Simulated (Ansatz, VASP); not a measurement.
# ZnS in VASP and in Ansatz

Contents of INCAR:

```
  PREC = Accurate
  ENCUT = 520
  EDIFF = 1E-6
  ISMEAR = 0
  SIGMA = 0.05
  LREAL = F
  LASPH = T
  NELM = 80
  ALGO = Normal
  ISIF = 2
  LWAVE = F
  LCHARG = F
  GGA = PE
  NBANDS = 46
```

KPOINTS

```
Automatic mesh
0
Gamma
  9 9 4
```

POSCAR

```
ZnS
1.0
    3.9251360338      0.0000000000      0.0000000000
   -1.9625680169      3.3992675186      0.0000000000
    0.0000000000      0.0000000000     12.0905965249
Zn S
4 4
Direct
    0.0000000000      0.0000000000      0.0000492057
    0.0000000000      0.0000000000      0.5000492057
    0.3333333333      0.6666666667      0.2500242903
    0.6666666667      0.3333333333      0.7500242903
    0.0000000000      0.0000000000      0.1872905901
    0.0000000000      0.0000000000      0.6872905901
    0.3333333333      0.6666666667      0.4376359138
    0.6666666667      0.3333333333      0.9376359138
```

Input for Ansatz:

```yaml
crystal:
  lattice:
    - [3.9251360338, 0.0, 0.0]
    - [-1.9625680169, 3.3992675186, 0.0]
    - [0.0, 0.0, 12.0905965249]
  atoms:
    - { symbol: Zn, position: [0.0, 0.0, 4.92057e-05] }
    - { symbol: Zn, position: [0.0, 0.0, 0.5000492057] }
    - { symbol: Zn, position: [0.3333333333, 0.6666666667, 0.2500242903] }
    - { symbol: Zn, position: [0.6666666667, 0.3333333333, 0.7500242903] }
    - { symbol: S, position: [0.0, 0.0, 0.1872905901] }
    - { symbol: S, position: [0.0, 0.0, 0.6872905901] }
    - { symbol: S, position: [0.3333333333, 0.6666666667, 0.4376359138] }
    - { symbol: S, position: [0.6666666667, 0.3333333333, 0.9376359138] }
basis:
  ecutwfc: 520.0
kpoints:
  mp_grid: { grid: [9, 9, 4] }
hamiltonian:
  xc: pbe
scf:
  occupations: { method: gaussian, width: 0.05 }
output:
  forces: true
  stress: true
  eigenvalues: true
```

Alike in both runs: task single point; functional PBE; k mesh 9 × 9 × 4; occupations gaussian, width 0.05 eV; no spin polarisation.

```csv
,VASP,Ansatz
version,VASP 6.6.1,Ansatz 0.2.0
potentials or method,"VASP PAW PBE potentials, release 64 (Zn, S), cutoff 520 eV","scalar-relativistic, plane waves, PAW"
valence electrons in the cell,72,72
```

|  | VASP | Ansatz | Ansatz less VASP |
| --- | --- | --- | --- |
| gap on the k mesh at the Fermi level (eV) | 1.98 | 1.98 | -0.001 |
| least direct gap on the mesh (eV) | 1.98 | 1.98 | -0.001 |
| pressure (GPa) | 0.6 | 0.5 | -0.15 |
| traceless stress, the component that is largest in VASP (GPa) | 5.70 | 5.67 | -0.029 |
| rms of the force components (eV/Å) | 0.260 | 0.257 | -0.0030 |

Atom by atom the forces differ by 0.003 eV/Å (rms over components).
